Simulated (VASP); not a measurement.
# Tl (P6_3/mmc) in VASP: notebook

Runs on Tl. Level: PBE. Tasks: single point.

Program: VASP 6.6.1. These are calculated values, not measurements. Logs are shortened: lines on timing, memory, paths and dates and some standing lists are left out, and cuts for length are marked.

## 1. The cell of the first run

It takes space group P6_3/mmc (No. 194, hexagonal). Conventional cell: a = 3.732 Å, b = 3.732 Å, c = 5.083 Å, α = 90.00°, β = 90.00°, γ = 120.00°. Within 4.4 Å of Tl (site symmetry -6m2) lie 12 Tl at 3.33 to 3.73 Å.

## 2. Single point, PBE (strain +0.080 along x and y, -0.080 along z)

INCAR reads:

```
  PREC = Accurate
  ENCUT = 520
  EDIFF = 1E-7
  ISMEAR = 0
  SIGMA = 0.15
  LREAL = F
  LASPH = T
  NELM = 100
  ALGO = Fast
  ISIF = 2
  LWAVE = F
  LCHARG = F
  GGA = PE
  NBANDS = 20
```

KPOINTS reads:

```
regular mesh
0
Gamma
  18 18 10
```

POSCAR reads:

```
Tl
1.0
    3.7324782250      0.0000000000      0.0000000000
   -1.8662391125      3.2324209619      0.0000000000
    0.0000000000      0.0000000000      5.0830000000
Tl
2
Direct
    0.3333333333      0.6666666667      0.2500000000
    0.6666666667      0.3333333333      0.7500000000
```

Potentials or basis: VASP PAW PBE potentials, release 64 (Tl_d).

Started as:

```bash
$ cat potpaw_PBE.64/Tl_d/POTCAR > POTCAR
$ mpirun -np 1 vasp_std > vasp.out
```

OUTCAR:

```text
PREC = Accurate
   ENCUT = 520
   EDIFF = 1E-7
   ISMEAR = 0
   LREAL = F
   LASPH = T
   NELM = 100
   ISIF = 2
   GGA = PE

 ion  position               nearest neighbor table
   1  0.333  0.667  0.250-   2 3.33   2 3.33   2 3.33   2 3.33   2 3.33   2 3.33
   2  0.667  0.333  0.750-   1 3.33   1 3.33   1 3.33   1 3.33   1 3.33   1 3.33

  LATTYP: Found a hexagonal cell.
 ALAT       =     3.7324782250
 C/A-ratio  =     1.3618297800

  Lattice vectors:

 A1 = (   3.7324782250,   0.0000000000,   0.0000000000)
 A2 = (  -1.8662391125,   3.2324209619,   0.0000000000)
 A3 = (   0.0000000000,   0.0000000000,   5.0830000000)

Analysis of symmetry for initial positions (statically):
=====================================================================
 Subroutine PRICEL returns:
 Original cell was already a primitive cell.

 Routine SETGRP: Setting up the symmetry group for a
 hexagonal supercell.

 Subroutine GETGRP returns: Found 24 space group operations
 (whereof 12 operations were pure point group operations)
 out of a pool of 24 trial point group operations.

The static configuration has the point symmetry D_3d.
 The point group associated with its full space group is D_6h.

Analysis of symmetry for dynamics (positions and initial velocities):
=====================================================================
 Subroutine PRICEL returns:
 Original cell was already a primitive cell.

 Routine SETGRP: Setting up the symmetry group for a
 hexagonal supercell.

 Subroutine GETGRP returns: Found 24 space group operations
 (whereof 12 operations were pure point group operations)
 out of a pool of 24 trial point group operations.

The dynamic configuration has the point symmetry D_3d.
 The point group associated with its full space group is D_6h.

 Subroutine INISYM returns: Found 24 space group operations
 (whereof 12 operations are pure point group operations),
 and found     1 'primitive' translations

----------------------------------------------------------------------------------------

                                     Primitive cell

  volume of cell :      61.3261

  direct lattice vectors                    reciprocal lattice vectors
     3.732478225  0.000000000  0.000000000     0.267918509  0.154682823  0.000000000
    -1.866239112  3.232420962  0.000000000     0.000000000  0.309365646  0.000000000
     0.000000000  0.000000000  5.083000000     0.000000000  0.000000000  0.196734212

  length of vectors
     3.732478225  3.732478225  5.083000000     0.309365646  0.309365646  0.196734212

  position of ions in fractional coordinates (direct lattice)
     0.333333333  0.666666667  0.250000000
     0.666666667  0.333333333  0.750000000

  ion indices of the primitive-cell ions
   primitive index   ion index
                 1           1
                 2           2

----------------------------------------------------------------------------------------

 KPOINTS: regular mesh

Automatic generation of k-mesh.
 Grid dimensions read from file:
 generate k-points for:   18   18   10

 Generating k-lattice:

  Cartesian coordinates                     Fractional coordinates (reciprocal lattice)
     0.014884362  0.008593490  0.000000000     0.055555556 -0.000000000  0.000000000
     0.000000000  0.017186980  0.000000000     0.000000000  0.055555556  0.000000000
     0.000000000  0.000000000  0.019673421     0.000000000  0.000000000  0.100000000

  Length of vectors
     0.017186980  0.017186980  0.019673421

  Shift w.r.t. Gamma in fractional coordinates (k-lattice)
     0.000000000  0.000000000  0.000000000

 Subroutine IBZKPT returns following result:
 ===========================================

 Found    222 irreducible k-points:

 Following reciprocal coordinates:
            Coordinates               Weight
  0.000000  0.000000  0.000000      1.000000
  0.055556 -0.000000  0.000000      6.000000
  0.111111 -0.000000  0.000000      6.000000
  0.166667  0.000000  0.000000      6.000000
  0.222222 -0.000000  0.000000      6.000000
  0.277778  0.000000  0.000000      6.000000
[... 16 lines left out ...]
  0.333333  0.111111  0.000000     12.000000
  0.388889  0.111111  0.000000     12.000000
 [... further k-points ...]
   k-points           NKPTS =    222   k-points in BZ     NKDIM =    222   number of bands    NBANDS=     20
   number of dos      NEDOS =    301   number of ions     NIONS =      2
   total plane-waves  NPLWV =  31360
   dimension x,y,z NGX =    28 NGY =   28 NGZ =   40
   dimension x,y,z NGXF=    56 NGYF=   56 NGZF=   80
   ions per type =               2
   NGX,Y,Z   is equivalent  to a cutoff of  12.47, 12.47, 13.08 a.u.
   NGXF,Y,Z  is equivalent  to a cutoff of  24.94, 24.94, 26.17 a.u.
 SYSTEM =  unknown system
   PREC   = accura    normal or accurate (medium, high low for compatibility)
   ISTART =      0    job   : 0-new  1-cont  2-samecut
   ICHARG =      2    charge: 1-file 2-atom 10-const
   ISPIN  =      1    spin polarized calculation?
   LNONCOLLINEAR =      F non collinear calculations
   LSORBIT =      F    spin-orbit coupling
   LASPH  =      T    aspherical Exc in radial PAW
   ENCUT  =  520.0 eV  38.22 Ry    6.18 a.u.   6.94  6.94  9.45*2*pi/ulx,y,z
   NELM   =    100;   NELMIN=  2; NELMDL= -5     # of ELM steps
   EDIFF  = 0.1E-06   stopping-criterion for ELM
   LREAL  =      F    real-space projection
   EDIFFG = 0.1E-05   stopping-criterion for IOM
   NSW    =      0    number of steps for IOM
   IBRION =     -1    ionic relax: 0-MD 1-quasi-New 2-CG
   NFREE  =      0    steps in history (QN), initial steepest desc. (CG)
   ISIF   =      2    stress and relaxation
   ISYM   =      2    0-nonsym 1-usesym 2-fastsym
   POTIM  = 0.5000    time-step for ionic-motion
   TEBEG  =    0.0;   TEEND  =   0.0 temperature during run
   PSTRESS=    0.0 pullay stress
   NELECT =      26.0000    total number of electrons
   NUPDOWN=      -1.0000    fix difference up-down
   EMIN   =  10.00;   EMAX   =-10.00  energy-range for DOS
   EFERMI =   0.00;   METHOD = LEGACY
   ISMEAR =     0;   SIGMA  =   0.15  broadening in eV -4-tet -1-fermi 0-gaus
   EFERMI_NEDOS =   21; number of points for ismear=-14 and -15
   IALGO  =     68    algorithm
   IMIX   =      4    mixing-type and parameters
     AMIX     =   0.40;   BMIX     =  1.00
     AMIX_MAG =   1.60;   BMIX_MAG =  1.00
  volume/ion in A,a.u.               =      30.66       206.92
  Fermi-wavevector in a.u.,A,eV,Ry     =   1.229846  2.324073 20.579111  1.512522
  Thomas-Fermi vector in A             =   2.364718
   LORBIT       =      0    0 simple, 1 ext, 2 COOP (PROOUT), +10 PAW based schemes
   GGA     = PE    functional components
   LHFCALC =     F    Hartree Fock is set to
   AEXX    =    0.0000 exact exchange contribution
   IVDW    =     0    specifies the selected vdW correction
   LEPSILON=     F    determine dielectric tensor
   LRPA    =     F    only Hartree local field effects (RPA)
 non-spin polarized calculation
 RMM-DIIS sequential band-by-band and
 Gauss-broadening in eV      SIGMA  =   0.15
  energy-cutoff  :      520.00
  volume of cell :       61.33
 maximum number of plane-waves:      1671
 NGX is ok and might be reduce to    28
   NGX = 13   NGY = 13   NGZ = 19

 number of electron      26.0000006 magnetization

 Free energy of the ion-electron system (eV)
  ---------------------------------------------------
  ext. energy  EPLUGINS =         0.00000000
  ---------------------------------------------------
  free energy    TOTEN  =        -4.40242285 eV

  energy without entropy =       -4.39164921  energy(sigma->0) =       -4.39703603

 E-fermi :   5.8839     XC(G=0):  -9.8274

 val. band max:        5.8788718403   @ k =   0.2778   0.1111   0.5000
 cond. band min:       5.8858793223   @ k =   0.2222   0.1111   0.3000
 fundamental gap:      0.0070074820
 Fermi energy:         5.8838919264

 k-point     1 :       0.0000    0.0000    0.0000
  band No.  band energies     occupation
      1      -5.8507      2.00000
      2      -5.6955      2.00000
      3      -5.6955      2.00000
      4      -5.6156      2.00000
      5      -5.6156      2.00000
      6      -5.5493      2.00000
[... 12 lines left out ...]
     19      14.8788      0.00000
     20      17.1542      0.00000

 k-point     2 :       0.0556   -0.0000    0.0000
  band No.  band energies     occupation
      1      -5.8463      2.00000
      2      -5.7009      2.00000
      3      -5.6984      2.00000
      4      -5.6290      2.00000
      5      -5.6082      2.00000
      6      -5.5463      2.00000
[... 12 lines left out ...]
     19      15.4652      0.00000
     20      16.8468      0.00000

 k-point     3 :       0.1111   -0.0000    0.0000
  band No.  band energies     occupation
      1      -5.8367      2.00000
      2      -5.7160      2.00000
      3      -5.7075      2.00000
      4      -5.6556      2.00000
      5      -5.5868      2.00000
      6      -5.5391      2.00000
[... 12 lines left out ...]
     19      15.8298      0.00000
     20      16.0819      0.00000

 k-point     4 :       0.1667    0.0000    0.0000
  band No.  band energies     occupation
      1      -5.8322      2.00000
      2      -5.7382      2.00000
      3      -5.7228      2.00000
      4      -5.6779      2.00000
      5      -5.5543      2.00000
      6      -5.5273      2.00000
[... 12 lines left out ...]
     19      15.0934      0.00000
     20      16.7226      0.00000

 k-point     5 :       0.2222   -0.0000    0.0000
  band No.  band energies     occupation
      1      -5.8434      2.00000
      2      -5.7637      2.00000
      3      -5.7441      2.00000
      4      -5.6875      2.00000
      5      -5.5148      2.00000
      6      -5.5078      2.00000
[... 12 lines left out ...]
     19      14.8235      0.00000
     20      16.6221      0.00000
[... 353 lines left out ...]
      6      -5.4413      2.00000
[... 12 lines left out ...]
     19      14.5525      0.00000
     20      15.3029      0.00000

 k-point    22 :       0.2778    0.1111    0.0000
  band No.  band energies     occupation
      1      -5.8667      2.00000
      2      -5.8632      2.00000
      3      -5.7437      2.00000
      4      -5.7134      2.00000
      5      -5.4712      2.00000
      6      -5.4150      2.00000
[... 12 lines left out ...]
     19      14.2460      0.00000
     20      14.9066      0.00000

 k-point    23 :       0.3333    0.1111    0.0000
  band No.  band energies     occupation
      1      -5.8946      2.00000
      2      -5.8852      2.00000
      3      -5.7509      2.00000
      4      -5.7050      2.00000
      5      -5.4559      2.00000
      6      -5.4150      2.00000
[... 12 lines left out ...]
     19      14.0333      0.00000
     20      14.6311      0.00000

 k-point    24 :       0.3889    0.1111    0.0000
  band No.  band energies     occupation
      1      -5.9128      2.00000
      2      -5.8999      2.00000
      3      -5.7558      2.00000
      4      -5.7003      2.00000
      5      -5.4421      2.00000
      6      -5.4287      2.00000
[... 12 lines left out ...]
     19      13.9087      0.00000
     20      14.4680      0.00000

 [... further k-points ...]

------------------------ aborting loop because EDIFF is reached ----------------------------------------

  FORCE on cell =-STRESS in cart. coord.  units (eV):
  Direction    XX          YY          ZZ          XY          YZ          ZX
  --------------------------------------------------------------------------------------
  -------------------------------------------------------------------------------------
  Total        0.2231705      0.2231705      1.0724501      0.0000000      0.0000000      0.0000000
  in kB        5.8304508      5.8304508     28.0183373      0.0000000      0.0000000      0.0000000
  external PRESSURE =      13.2264130 kB  Pullay stress =       0.0000000 kB

 VOLUME and BASIS-vectors are now :
 -----------------------------------------------------------------------------
  energy-cutoff  :      520.00
  volume of cell :       61.33
      direct lattice vectors                 reciprocal lattice vectors
     3.732478225  0.000000000  0.000000000     0.267918509  0.154682823  0.000000000
    -1.866239112  3.232420962  0.000000000     0.000000000  0.309365646  0.000000000
     0.000000000  0.000000000  5.083000000     0.000000000  0.000000000  0.196734212

 POSITION                                       TOTAL-FORCE (eV/Angst)
 -----------------------------------------------------------------------------------
     -0.00000      2.15495      1.27075        -0.000000     -0.000000      0.000000
      1.86624      1.07747      3.81225         0.000000      0.000000      0.000000
 -----------------------------------------------------------------------------------
    total drift:                               -0.000000      0.000000      0.000000

  FREE ENERGIE OF THE ION-ELECTRON SYSTEM (eV)
  ---------------------------------------------------
  free  energy   TOTEN  =        -4.4024228530 eV

  energy  without entropy=       -4.3916492099  energy(sigma->0) =       -4.39703603
```

Run time: 3.1 min. Hardware: 1 thread of AMD EPYC 7R13 (Zen 3), shared host; peak memory 0.3 GiB.

Results:

```yaml
Free_energy: -4.4024 eV
Pressure: 1.3 GPa
Band_gap_on_the_k_mesh: zero (bands 13 and 14 overlap by 7.34 eV)
```

Stress tensor (GPa, compression positive):
```
0.58 0.00 0.00
0.00 0.58 0.00
0.00 0.00 2.80
```

Caveat: the cell differs from its parent crystal (strain +0.080 along x and y, -0.080 along z); spin-orbit coupling is left out, which moves the levels of the heavy elements.

## 3. Single point, PBE (strain +0.000 along x and y, +0.080 along z)

INCAR reads:

```
SYSTEM = Tl
PREC = Accurate
ENCUT = 520
EDIFF = 1E-6
ISMEAR = 0
SIGMA = 0.15
LREAL = .False.
LASPH = .True.
NELM = 100
ALGO = Fast
ISIF = 2
LWAVE = .False.
LCHARG = .False.
GGA = PE
NBANDS = 20
```

KPOINTS reads:

```
Automatic mesh
0
Gamma
  18 18 10
  0 0 0
```

POSCAR reads:

```
Tl
1.0
    3.4559983565      0.0000000000      0.0000000000
   -1.7279991783      2.9929823722      0.0000000000
    0.0000000000      0.0000000000      5.9670000000
Tl
2
Direct
    0.3333333333      0.6666666667      0.2500000000
    0.6666666667      0.3333333333      0.7500000000
```

Potentials or basis: VASP PAW PBE potentials, release 64 (Tl_d).

Started as:

```bash
$ cat potpaw_PBE.64/Tl_d/POTCAR > POTCAR
$ mpirun -np 1 vasp_std > vasp.out
```

Run time: 2.7 min. Hardware: 1 thread of AMD EPYC 7R13 (Zen 3), shared host; peak memory 0.32 GiB.

It converged, with:

- Free energy: -4.4330 eV
- Pressure: 0.4 GPa
- Band gap on the k mesh: zero (bands 13 and 14 overlap by 4.59 eV)

Stress tensor (GPa, compression positive):
```
 1.01  0.00  0.00
 0.00  1.01  0.00
 0.00  0.00 -0.78
```

Levels at points of the mesh, in eV from the Fermi level:
| k point | band 9 | band 10 | band 11 | band 12 | band 13 | band 14 | band 15 | band 16 | band 17 | band 18 |
| --- | --- | --- | --- | --- | --- | --- | --- | --- | --- | --- |
| (0.00, 0.00, 0.00) | -11.14 | -11.14 | -9.57 | -5.85 | -2.77 | 8.36 | 8.36 | 8.53 | 10.07 | 10.07 |
| (0.50, 0.00, 0.00) | -11.07 | -11.04 | -5.44 | -4.44 | -1.13 | -0.01 | 1.32 | 3.50 | 4.33 | 7.70 |
| (0.00, 0.00, 0.50) | -11.22 | -11.22 | -8.39 | -8.39 | 2.11 | 2.11 | 9.15 | 9.15 | 9.15 | 9.15 |
| (0.50, 0.00, 0.50) | -11.05 | -11.05 | -4.64 | -4.64 | -2.04 | -2.04 | 5.19 | 5.19 | 5.66 | 5.66 |

Caveat: the cell differs from its parent crystal (strain +0.000 along x and y, +0.080 along z); spin-orbit coupling is left out, which moves the levels of the heavy elements.

(Part 1 of 3 ends here.)
